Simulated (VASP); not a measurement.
# ZrTa2C2 (P4/mmm) in VASP: notebook, part 2 of 2

VASP 6.6.1. The steps go on from the part before.

## Step 4: Single point, PBE

The input, INCAR:

```
SYSTEM = ZrTa2C2
ALGO     = Normal         ! electronic algorithm
EDIFF    = 1E-6           ! SCF threshold, eV
ENCUT    = 520            ! plane-wave cutoff, eV
GGA      = PE             ! functional
ISIF     = 2              ! what is computed and relaxed
ISMEAR   = 0              ! smearing method
LASPH    = .TRUE.         ! aspherical terms in the spheres
LCHARG   = .FALSE.        ! write CHGCAR
LREAL    = .FALSE.        ! projectors in reciprocal space
LWAVE    = .FALSE.        ! write WAVECAR
NBANDS   = 29             ! bands
NELM     = 60             ! most SCF steps
PREC     = Accurate       ! precision mode
SIGMA    = 0.1            ! smearing width, eV
```

The input, KPOINTS:

```
k-points
0
G
  10 10 8
  0 0 0
```

The input, POSCAR:

```
ZrTa2C2
1.0
    4.1295948418      0.0000000000      0.0000000000
    0.0000000000      4.1295948418      0.0000000000
    0.0000000000      0.0000000000      5.6683716572
Zr Ta C
1 2 2
Direct
    0.0000000000      0.0000000000      0.0000000000
    0.5000000000      0.0000000000      0.5000000000
    0.0000000000      0.5000000000      0.5000000000
    0.0000000000      0.0000000000      0.6286510860
    0.0000000000      0.0000000000      0.3713489140
```

Potentials or basis: VASP PAW PBE potentials, release 64 (Zr_sv, Ta_pv, C).

Started as:

```sh
> cat potpaw_PBE.64/Zr_sv/POTCAR potpaw_PBE.64/Ta_pv/POTCAR potpaw_PBE.64/C/POTCAR > POTCAR
> mpirun -np 1 vasp_std > vasp.out
```

OUTCAR:

```text
SYSTEM = ZrTa2C2
   EDIFF = 1E-6
   ENCUT = 520
   GGA = PE
   ISIF = 2
   ISMEAR = 0
   LASPH = .TRUE.
   LREAL = .FALSE.
   NELM = 60
   PREC = Accurate

 ion  position               nearest neighbor table
   1  0.000  0.000  0.000-   4 2.10   5 2.10   2 3.51   3 3.51   2 3.51   3 3.51   3 3.51   3 3.51
                             2 3.51   2 3.51
   2  0.500  0.000  0.500-   4 2.19   5 2.19   4 2.19   5 2.19   3 2.92   3 2.92   3 2.92   3 2.92
                             1 3.51   1 3.51   1 3.51   1 3.51
   3  0.000  0.500  0.500-   4 2.19   5 2.19   4 2.19   5 2.19   2 2.92   2 2.92   2 2.92   2 2.92
                             1 3.51   1 3.51   1 3.51   1 3.51
   4  0.000  0.000  0.629-   5 1.46   1 2.10   3 2.19   2 2.19   3 2.19   2 2.19
   5  0.000  0.000  0.371-   4 1.46   1 2.10   3 2.19   2 2.19   3 2.19   2 2.19

  LATTYP: Found a simple tetragonal cell.
 ALAT       =     4.1295948418
 C/A-ratio  =     1.3726217400

  Lattice vectors:

 A1 = (   4.1295948418,   0.0000000000,   0.0000000000)
 A2 = (   0.0000000000,   4.1295948418,   0.0000000000)
 A3 = (   0.0000000000,   0.0000000000,   5.6683716572)

Analysis of symmetry for initial positions (statically):
=====================================================================
 Subroutine PRICEL returns:
 Original cell was already a primitive cell.

 Routine SETGRP: Setting up the symmetry group for a
 simple tetragonal supercell.

 Subroutine GETGRP returns: Found 16 space group operations
 (whereof 16 operations were pure point group operations)
 out of a pool of 16 trial point group operations.

The static configuration has the point symmetry D_4h.

Analysis of symmetry for dynamics (positions and initial velocities):
=====================================================================
 Subroutine PRICEL returns:
 Original cell was already a primitive cell.

 Routine SETGRP: Setting up the symmetry group for a
 simple tetragonal supercell.

 Subroutine GETGRP returns: Found 16 space group operations
 (whereof 16 operations were pure point group operations)
 out of a pool of 16 trial point group operations.

The dynamic configuration has the point symmetry D_4h.

 Subroutine INISYM returns: Found 16 space group operations
 (whereof 16 operations are pure point group operations),
 and found     1 'primitive' translations

----------------------------------------------------------------------------------------

                                     Primitive cell

  volume of cell :      96.6659

  direct lattice vectors                    reciprocal lattice vectors
     4.129594842  0.000000000  0.000000000     0.242154506  0.000000000  0.000000000
     0.000000000  4.129594842  0.000000000     0.000000000  0.242154506  0.000000000
     0.000000000  0.000000000  5.668371657     0.000000000  0.000000000  0.176417508

  length of vectors
     4.129594842  4.129594842  5.668371657     0.242154506  0.242154506  0.176417508

  position of ions in fractional coordinates (direct lattice)
     0.000000000  0.000000000  0.000000000
     0.500000000  0.000000000  0.500000000
     0.000000000  0.500000000  0.500000000
     0.000000000  0.000000000  0.628651086
     0.000000000  0.000000000  0.371348914

  ion indices of the primitive-cell ions
   primitive index   ion index
                 1           1
                 2           2
[... 25 lines left out ...]
 Subroutine IBZKPT returns following result:
 ===========================================

 Found    105 irreducible k-points:

 Following reciprocal coordinates:
            Coordinates               Weight
  0.000000  0.000000  0.000000      1.000000
  0.100000  0.000000  0.000000      4.000000
  0.200000  0.000000  0.000000      4.000000
  0.300000  0.000000  0.000000      4.000000
  0.400000  0.000000  0.000000      4.000000
  0.500000  0.000000  0.000000      2.000000
[... 16 lines left out ...]
  0.100000  0.000000  0.125000      8.000000
  0.200000  0.000000  0.125000      8.000000
 [... further k-points ...]
   k-points           NKPTS =    105   k-points in BZ     NKDIM =    105   number of bands    NBANDS=     29
   number of dos      NEDOS =    301   number of ions     NIONS =      5
   total plane-waves  NPLWV =  43008
   dimension x,y,z NGX =    32 NGY =   32 NGZ =   42
   dimension x,y,z NGXF=    64 NGYF=   64 NGZF=   84
   ions per type =               1   2   2
   NGX,Y,Z   is equivalent  to a cutoff of  12.88, 12.88, 12.32 a.u.
   NGXF,Y,Z  is equivalent  to a cutoff of  25.76, 25.76, 24.64 a.u.
 SYSTEM =  ZrTa2C2
   PREC   = accura    normal or accurate (medium, high low for compatibility)
   ISTART =      0    job   : 0-new  1-cont  2-samecut
   ICHARG =      2    charge: 1-file 2-atom 10-const
   ISPIN  =      1    spin polarized calculation?
   LNONCOLLINEAR =      F non collinear calculations
   LSORBIT =      F    spin-orbit coupling
   LASPH  =      T    aspherical Exc in radial PAW
   ENCUT  =  520.0 eV  38.22 Ry    6.18 a.u.   7.68  7.68 10.54*2*pi/ulx,y,z
   NELM   =     60;   NELMIN=  2; NELMDL= -5     # of ELM steps
   EDIFF  = 0.1E-05   stopping-criterion for ELM
   LREAL  =      F    real-space projection
   EDIFFG = 0.1E-04   stopping-criterion for IOM
   NSW    =      0    number of steps for IOM
   IBRION =     -1    ionic relax: 0-MD 1-quasi-New 2-CG
   NFREE  =      0    steps in history (QN), initial steepest desc. (CG)
   ISIF   =      2    stress and relaxation
   ISYM   =      2    0-nonsym 1-usesym 2-fastsym
   POTIM  = 0.5000    time-step for ionic-motion
   TEBEG  =    0.0;   TEEND  =   0.0 temperature during run
   PSTRESS=    0.0 pullay stress
   NELECT =      42.0000    total number of electrons
   NUPDOWN=      -1.0000    fix difference up-down
   EMIN   =  10.00;   EMAX   =-10.00  energy-range for DOS
   EFERMI =   0.00;   METHOD = LEGACY
   ISMEAR =     0;   SIGMA  =   0.10  broadening in eV -4-tet -1-fermi 0-gaus
   EFERMI_NEDOS =   21; number of points for ismear=-14 and -15
   IALGO  =     38    algorithm
   IMIX   =      4    mixing-type and parameters
     AMIX     =   0.40;   BMIX     =  1.00
     AMIX_MAG =   1.60;   BMIX_MAG =  1.00
  volume/ion in A,a.u.               =      19.33       130.47
  Fermi-wavevector in a.u.,A,eV,Ry     =   1.239939  2.343144 20.918247  1.537448
  Thomas-Fermi vector in A             =   2.374401
   LORBIT       =      0    0 simple, 1 ext, 2 COOP (PROOUT), +10 PAW based schemes
   GGA     = PE    functional components
   LHFCALC =     F    Hartree Fock is set to
   AEXX    =    0.0000 exact exchange contribution
   IVDW    =     0    specifies the selected vdW correction
   LEPSILON=     F    determine dielectric tensor
   LRPA    =     F    only Hartree local field effects (RPA)
 non-spin polarized calculation
 Gauss-broadening in eV      SIGMA  =   0.10
  energy-cutoff  :      520.00
  volume of cell :       96.67
 maximum number of plane-waves:      2624
 NGX is ok and might be reduce to    32
   NGX = 15   NGY = 15   NGZ = 21

 number of electron      42.0000007 magnetization

 Free energy of the ion-electron system (eV)
  ---------------------------------------------------
  ext. energy  EPLUGINS =         0.00000000
  ---------------------------------------------------
  free energy    TOTEN  =       -48.02517549 eV

  energy without entropy =      -48.00829930  energy(sigma->0) =      -48.01673739

 E-fermi :   4.5249     XC(G=0): -10.3275

 val. band max:        4.5195697556   @ k =   0.4000   0.2000   0.3750
 cond. band min:       4.5289735782   @ k =   0.5000   0.2000   0.3750
 fundamental gap:      0.0094038227
 Fermi energy:         4.5249251043

 k-point     1 :       0.0000    0.0000    0.0000
  band No.  band energies     occupation
      1     -44.8215      2.00000
      2     -30.4364      2.00000
      3     -30.4364      2.00000
      4     -30.1597      2.00000
      5     -29.9988      2.00000
      6     -29.7951      2.00000
[... 757 lines left out ...]
     28       7.8746      0.00000
     29       7.9761      0.00000

 [... further k-points ...]
[... 5 lines left out ...]
  --------------------------------------------------------------------------------------
  -------------------------------------------------------------------------------------
  Total        0.1659413      0.1659413      0.1212783      0.0000000      0.0000000      0.0000000
  in kB        2.7503744      2.7503744      2.0101134      0.0000000      0.0000000      0.0000000
  external PRESSURE =       2.5036207 kB  Pullay stress =       0.0000000 kB

 VOLUME and BASIS-vectors are now :
 -----------------------------------------------------------------------------
  energy-cutoff  :      520.00
  volume of cell :       96.67
      direct lattice vectors                 reciprocal lattice vectors
     4.129594842  0.000000000  0.000000000     0.242154506  0.000000000  0.000000000
     0.000000000  4.129594842  0.000000000     0.000000000  0.242154506  0.000000000
     0.000000000  0.000000000  5.668371657     0.000000000  0.000000000  0.176417508

 POSITION                                       TOTAL-FORCE (eV/Angst)
 -----------------------------------------------------------------------------------
      0.00000      0.00000      0.00000        -0.000000      0.000000      0.000000
      2.06480      0.00000      2.83419        -0.000000      0.000000      0.000000
      0.00000      2.06480      2.83419        -0.000000      0.000000      0.000000
      0.00000      0.00000      3.56343         0.000000      0.000000      0.070734
      0.00000      0.00000      2.10494        -0.000000     -0.000000     -0.070734
 -----------------------------------------------------------------------------------
    total drift:                                0.000000      0.000000     -0.000000

  FREE ENERGIE OF THE ION-ELECTRON SYSTEM (eV)
  ---------------------------------------------------
  free  energy   TOTEN  =       -48.0251754899 eV

  energy  without entropy=      -48.0082992980  energy(sigma->0) =      -48.01673739
```

Wall time 87 s (1 thread of Intel Xeon 6975P-C (Granite Rapids), shared host); peak memory 0.4 GiB.

What came out:

| Item | Value |
| --- | --- |
| Free energy | -48.0252 eV |
| Pressure | 0.3 GPa |
| Largest force | 0.071 eV/Å |
| Band gap on the k mesh | zero (band 21 reaches 4.83 eV, above the bottom of band 22 at 4.28 eV) |

Forces on the atoms (eV/Å):
```
Zr   0.000  0.000  0.000
Ta   0.000  0.000  0.000
Ta   0.000  0.000  0.000
C    0.000  0.000  0.071
C    0.000  0.000 -0.071
```

Levels at points of the mesh, in eV from the Fermi level:
| k point | band 19 | band 20 | band 21 | band 22 | band 23 | band 24 |
| --- | --- | --- | --- | --- | --- | --- |
| (0.00, 0.00, 0.00) | -2.78 | -1.81 | -0.81 | 2.09 | 2.09 | 2.19 |
| (0.50, 0.00, 0.00) | -1.30 | -0.49 | -0.35 | 1.04 | 1.38 | 1.61 |
| (0.50, 0.50, 0.00) | -0.67 | -0.51 | -0.51 | -0.23 | -0.23 | 2.25 |
| (0.00, 0.00, 0.50) | -2.77 | -1.84 | 0.03 | 1.46 | 1.64 | 2.10 |
| (0.50, 0.00, 0.50) | -0.60 | -0.50 | -0.36 | 0.42 | 1.32 | 1.44 |
| (0.50, 0.50, 0.50) | -0.62 | -0.62 | -0.24 | -0.24 | 0.86 | 0.99 |

Caveat: spin-orbit coupling is left out, which moves the levels of the heavy elements.

## Step 5: The runs side by side

| spin | cell | k mesh | gap on the mesh (eV) | pressure (GPa) | largest force (eV/Å) |
| --- | --- | --- | --- | --- | --- |
| off | a = 4.133, b = 4.133, c = 5.661 Å, 5 atoms | 4 × 4 × 4 | none | 0.3 | 0.08 |
| collinear, ferromagnetic start | a = 4.133, b = 4.133, c = 5.661 Å, 5 atoms | 4 × 4 × 4 | none | 0.3 | 0.08 |
| off | a = 4.130, b = 4.130, c = 5.668 Å, 5 atoms | 10 × 10 × 8 | none | 0.3 | 0.07 |

Alike in all rows: task single point; level PBE; potentials or basis VASP PAW PBE potentials, release 64 (Zr_sv, Ta_pv, C); cutoff (eV) 520; smearing gaussian 0.1 eV.

Caveats: some runs use coarse meshes; spin-orbit coupling is left out, which moves the levels of the heavy elements.

Absolute energies hang on the potentials; compare differences alone.
